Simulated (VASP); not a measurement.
# Bi (R-3m) in VASP: single point with PBEsol

Aim: the single point of Bi with PBEsol.

Program: VASP 6.6.1. These are calculated values, not measurements. Logs are shortened: lines on timing, memory, paths and dates and some standing lists are left out, and cuts for length are marked.

**1. The cell of the first run**

It takes space group R-3m (No. 166, trigonal). Conventional cell: a = 4.535 Å, b = 4.535 Å, c = 11.814 Å, α = 90.00°, β = 90.00°, γ = 120.00°. Within 4.0 Å of Bi (site symmetry 3m) lie 6 Bi at 3.06 to 3.52 Å.

**2. Single point, PBEsol**

INCAR reads:

```
SYSTEM = Bi
PREC = Accurate
ENCUT = 520
EDIFF = 1E-7
ISMEAR = 0
SIGMA = 0.1
LREAL = .FALSE.
LASPH = .TRUE.
NELM = 100
ALGO = Fast
ISIF = 2
LWAVE = .FALSE.
LCHARG = .FALSE.
GGA = PS
NBANDS = 22
```

KPOINTS reads:

```
regular mesh
0
G
  6 6 6
  0 0 0
```

POSCAR reads:

```
Bi
1.0
    2.2675000000      1.3091417354      3.9380000000
   -2.2675000000      1.3091417354      3.9380000000
    0.0000000000     -2.6182834708      3.9380000000
Bi
2
Direct
    0.2340000000      0.2340000000      0.2340000000
    0.7660000000      0.7660000000      0.7660000000
```

Potentials or basis: VASP PAW PBE potentials, release 64 (Bi_d).

Launch:

```bash
> cat potpaw_PBE.64/Bi_d/POTCAR > POTCAR
> mpirun -np 1 vasp_std > vasp.out
```

OUTCAR:

```text
SYSTEM = Bi
   PREC = Accurate
   ENCUT = 520
   EDIFF = 1E-7
   ISMEAR = 0
   LREAL = .FALSE.
   LASPH = .TRUE.
   NELM = 100
   ISIF = 2
   GGA = PS

 ion  position               nearest neighbor table
   1  0.234  0.234  0.234-   2 3.06   2 3.06   2 3.06   2 3.52   2 3.52   2 3.52
   2  0.766  0.766  0.766-   1 3.06   1 3.06   1 3.06   1 3.52   1 3.52   1 3.52

  LATTYP: Found a trigonal (rhomboedric) cell.
 ALAT       =     4.7289800521
 COS(alpha) =     0.5401781303

  Lattice vectors:

 A1 = (   2.2675000000,   1.3091417354,   3.9380000000)
 A2 = (  -2.2675000000,   1.3091417354,   3.9380000000)
 A3 = (   0.0000000000,  -2.6182834708,   3.9380000000)

Analysis of symmetry for initial positions (statically):
=====================================================================
 Subroutine PRICEL returns:
 Original cell was already a primitive cell.

 Routine SETGRP: Setting up the symmetry group for a
 trigonal (rhombohedral) supercell.

 Subroutine GETGRP returns: Found 12 space group operations
 (whereof 12 operations were pure point group operations)
 out of a pool of 12 trial point group operations.

The static configuration has the point symmetry D_3d.

Analysis of symmetry for dynamics (positions and initial velocities):
=====================================================================
 Subroutine PRICEL returns:
 Original cell was already a primitive cell.

 Routine SETGRP: Setting up the symmetry group for a
 trigonal (rhombohedral) supercell.

 Subroutine GETGRP returns: Found 12 space group operations
 (whereof 12 operations were pure point group operations)
 out of a pool of 12 trial point group operations.

The dynamic configuration has the point symmetry D_3d.

 Subroutine INISYM returns: Found 12 space group operations
 (whereof 12 operations are pure point group operations),
 and found     1 'primitive' translations

----------------------------------------------------------------------------------------

                                     Primitive cell

  volume of cell :      70.1392

  direct lattice vectors                    reciprocal lattice vectors
     2.267500000  1.309141735  3.938000000     0.220507166  0.127309872  0.084645336
    -2.267500000  1.309141735  3.938000000    -0.220507166  0.127309872  0.084645336
     0.000000000 -2.618283471  3.938000000     0.000000000 -0.254619744  0.084645336

  length of vectors
     4.728980052  4.728980052  4.728980052     0.268320791  0.268320791  0.268320791

  position of ions in fractional coordinates (direct lattice)
     0.234000000  0.234000000  0.234000000
     0.766000000  0.766000000  0.766000000

  ion indices of the primitive-cell ions
   primitive index   ion index
                 1           1
                 2           2

----------------------------------------------------------------------------------------

 KPOINTS: regular mesh

Automatic generation of k-mesh.
 Grid dimensions read from file:
 generate k-points for:    6    6    6

 Generating k-lattice:

  Cartesian coordinates                     Fractional coordinates (reciprocal lattice)
     0.036751194  0.021218312  0.014107556     0.166666667 -0.000000000  0.000000000
    -0.036751194  0.021218312  0.014107556    -0.000000000  0.166666667  0.000000000
     0.000000000 -0.042436624  0.014107556     0.000000000  0.000000000  0.166666667

  Length of vectors
     0.044720132  0.044720132  0.044720132

  Shift w.r.t. Gamma in fractional coordinates (k-lattice)
     0.000000000  0.000000000  0.000000000

 Subroutine IBZKPT returns following result:
 ===========================================

 Found     32 irreducible k-points:

 Following reciprocal coordinates:
            Coordinates               Weight
  0.000000  0.000000  0.000000      1.000000
  0.166667  0.000000 -0.000000      6.000000
  0.333333  0.000000  0.000000      6.000000
  0.500000  0.000000  0.000000      3.000000
  0.166667  0.166667 -0.000000      6.000000
  0.333333  0.166667  0.000000     12.000000
[... 16 lines left out ...]
  0.500000  0.500000  0.166667      6.000000
 -0.333333  0.500000  0.166667     12.000000
 [... further k-points ...]
   k-points           NKPTS =     32   k-points in BZ     NKDIM =     32   number of bands    NBANDS=     22
   number of dos      NEDOS =    301   number of ions     NIONS =      2
   total plane-waves  NPLWV =  46656
   dimension x,y,z NGX =    36 NGY =   36 NGZ =   36
   dimension x,y,z NGXF=    72 NGYF=   72 NGZF=   72
   ions per type =               2
   NGX,Y,Z   is equivalent  to a cutoff of  12.66, 12.66, 12.66 a.u.
   NGXF,Y,Z  is equivalent  to a cutoff of  25.31, 25.31, 25.31 a.u.
 SYSTEM =  Bi
   PREC   = accura    normal or accurate (medium, high low for compatibility)
   ISTART =      0    job   : 0-new  1-cont  2-samecut
   ICHARG =      2    charge: 1-file 2-atom 10-const
   ISPIN  =      1    spin polarized calculation?
   LNONCOLLINEAR =      F non collinear calculations
   LSORBIT =      F    spin-orbit coupling
   LASPH  =      T    aspherical Exc in radial PAW
   ENCUT  =  520.0 eV  38.22 Ry    6.18 a.u.   8.79  8.79  8.79*2*pi/ulx,y,z
   NELM   =    100;   NELMIN=  2; NELMDL= -5     # of ELM steps
   EDIFF  = 0.1E-06   stopping-criterion for ELM
   LREAL  =      F    real-space projection
   EDIFFG = 0.1E-05   stopping-criterion for IOM
   NSW    =      0    number of steps for IOM
   IBRION =     -1    ionic relax: 0-MD 1-quasi-New 2-CG
   NFREE  =      0    steps in history (QN), initial steepest desc. (CG)
   ISIF   =      2    stress and relaxation
   ISYM   =      2    0-nonsym 1-usesym 2-fastsym
   POTIM  = 0.5000    time-step for ionic-motion
   TEBEG  =    0.0;   TEEND  =   0.0 temperature during run
   PSTRESS=    0.0 pullay stress
   NELECT =      30.0000    total number of electrons
   NUPDOWN=      -1.0000    fix difference up-down
   EMIN   =  10.00;   EMAX   =-10.00  energy-range for DOS
   EFERMI =   0.00;   METHOD = LEGACY
   ISMEAR =     0;   SIGMA  =   0.10  broadening in eV -4-tet -1-fermi 0-gaus
   EFERMI_NEDOS =   21; number of points for ismear=-14 and -15
   IALGO  =     68    algorithm
   IMIX   =      4    mixing-type and parameters
     AMIX     =   0.40;   BMIX     =  1.00
     AMIX_MAG =   1.60;   BMIX_MAG =  1.00
  volume/ion in A,a.u.               =      35.07       236.66
  Fermi-wavevector in a.u.,A,eV,Ry     =   1.233469  2.330919 20.700530  1.521446
  Thomas-Fermi vector in A             =   2.368198
   LORBIT       =      0    0 simple, 1 ext, 2 COOP (PROOUT), +10 PAW based schemes
   GGA     = PS    functional components
   LHFCALC =     F    Hartree Fock is set to
   AEXX    =    0.0000 exact exchange contribution
   IVDW    =     0    specifies the selected vdW correction
   LEPSILON=     F    determine dielectric tensor
   LRPA    =     F    only Hartree local field effects (RPA)
 non-spin polarized calculation
 RMM-DIIS sequential band-by-band and
 Gauss-broadening in eV      SIGMA  =   0.10
  energy-cutoff  :      520.00
  volume of cell :       70.14
 maximum number of plane-waves:      1934
   NGX = 17   NGY = 17   NGZ = 17

 number of electron      30.0000004 magnetization

 Free energy of the ion-electron system (eV)
  ---------------------------------------------------
  ext. energy  EPLUGINS =         0.00000000
  ---------------------------------------------------
  free energy    TOTEN  =        -8.62469390 eV

  energy without entropy =       -8.62229794  energy(sigma->0) =       -8.62349592

 E-fermi :   6.1203     XC(G=0):  -9.7149

 val. band max:        6.0956427826   @ k =  -0.3333   0.5000   0.3333
 cond. band min:       6.7109475901   @ k =   0.3333   0.0000   0.0000
 fundamental gap:      0.6153048075
 Fermi energy:         6.1202632395

 k-point     1 :       0.0000    0.0000    0.0000
  band No.  band energies     occupation
      1     -16.6558      2.00000
      2     -16.6558      2.00000
      3     -16.5016      2.00000
      4     -16.5016      2.00000
      5     -16.4852      2.00000
      6     -16.3137      2.00000
[... 14 lines left out ...]
     21      11.9651      0.00000
     22      12.2356      0.00000

 k-point     2 :       0.1667    0.0000   -0.0000
  band No.  band energies     occupation
      1     -16.6359      2.00000
      2     -16.6300      2.00000
      3     -16.4930      2.00000
      4     -16.4860      2.00000
      5     -16.4713      2.00000
      6     -16.3272      2.00000
[... 14 lines left out ...]
     21      12.3106      0.00000
     22      14.0825      0.00000

 k-point     3 :       0.3333    0.0000    0.0000
  band No.  band energies     occupation
      1     -16.5880      2.00000
      2     -16.5600      2.00000
      3     -16.4757      2.00000
      4     -16.4458      2.00000
      5     -16.4316      2.00000
      6     -16.3716      2.00000
[... 14 lines left out ...]
     21      13.6996      0.00000
     22      16.4733      0.00000

 k-point     4 :       0.5000    0.0000    0.0000
  band No.  band energies     occupation
      1     -16.5564      2.00000
      2     -16.4861      2.00000
      3     -16.4647      2.00000
      4     -16.4438      2.00000
      5     -16.4051      2.00000
      6     -16.3896      2.00000
[... 14 lines left out ...]
     21      15.4832      0.00000
     22      15.5566      0.00000

 k-point     5 :       0.1667    0.1667   -0.0000
  band No.  band energies     occupation
      1     -16.6524      2.00000
      2     -16.6046      2.00000
      3     -16.5014      2.00000
      4     -16.4784      2.00000
      5     -16.4649      2.00000
      6     -16.3326      2.00000
[... 417 lines left out ...]
 k-point    22 :      -0.1667    0.3333    0.1667
  band No.  band energies     occupation
      1     -16.6161      2.00000
      2     -16.4911      2.00000
      3     -16.4763      2.00000
      4     -16.4389      2.00000
      5     -16.4152      2.00000
      6     -16.3874      2.00000
[... 14 lines left out ...]
     21      14.6535      0.00000
     22      15.3630      0.00000

 k-point    23 :       0.5000    0.5000    0.1667
  band No.  band energies     occupation
      1     -16.6255      2.00000
      2     -16.5246      2.00000
      3     -16.4996      2.00000
      4     -16.4277      2.00000
      5     -16.4188      2.00000
      6     -16.3688      2.00000
[... 14 lines left out ...]
     21      15.5482      0.00000
     22      16.4471      0.00000

 k-point    24 :      -0.3333    0.5000    0.1667
  band No.  band energies     occupation
      1     -16.6138      2.00000
      2     -16.5190      2.00000
      3     -16.4850      2.00000
      4     -16.4346      2.00000
      5     -16.3978      2.00000
      6     -16.3862      2.00000
[... 14 lines left out ...]
     21      16.1489      0.00000
     22      16.5079      0.00000

 [... further k-points ...]
[... 5 lines left out ...]
  --------------------------------------------------------------------------------------
  -------------------------------------------------------------------------------------
  Total       -0.1805959     -0.1805959     -0.1147777      0.0000000      0.0000000      0.0000000
  in kB       -4.1253195     -4.1253195     -2.6218464      0.0000000      0.0000000      0.0000000
  external PRESSURE =      -3.6241618 kB  Pullay stress =       0.0000000 kB

 VOLUME and BASIS-vectors are now :
 -----------------------------------------------------------------------------
  energy-cutoff  :      520.00
  volume of cell :       70.14
      direct lattice vectors                 reciprocal lattice vectors
     2.267500000  1.309141735  3.938000000     0.220507166  0.127309872  0.084645336
    -2.267500000  1.309141735  3.938000000    -0.220507166  0.127309872  0.084645336
     0.000000000 -2.618283471  3.938000000     0.000000000 -0.254619744  0.084645336

 POSITION                                       TOTAL-FORCE (eV/Angst)
 -----------------------------------------------------------------------------------
      0.00000      0.00000      2.76448         0.000000      0.000000      0.053204
      0.00000      0.00000      9.04952         0.000000      0.000000     -0.053204
 -----------------------------------------------------------------------------------
    total drift:                               -0.000000      0.000000     -0.000000

  FREE ENERGIE OF THE ION-ELECTRON SYSTEM (eV)
  ---------------------------------------------------
  free  energy   TOTEN  =        -8.6246939011 eV

  energy  without entropy=       -8.6222979439  energy(sigma->0) =       -8.62349592
```

It took 59 s on 1 thread of Intel Xeon Platinum 8488C (Sapphire Rapids), shared host; peak memory 0.21 GiB.

What came out:

| Quantity | Value |
| --- | --- |
| Free energy | -8.6247 eV |
| Pressure | -0.4 GPa |
| Largest force | 0.053 eV/Å |
| Band gap on the k mesh | zero (band 15 reaches 6.10 eV, above the bottom of band 16 at 5.93 eV) |

Forces on the atoms (eV/Å):
```
Bi   0.000  0.000  0.053
Bi   0.000  0.000 -0.053
```

Caveat: the PAW data sets were made with another functional, which shifts forces and pressure a little; spin-orbit coupling is left out, which moves the levels of the heavy elements.
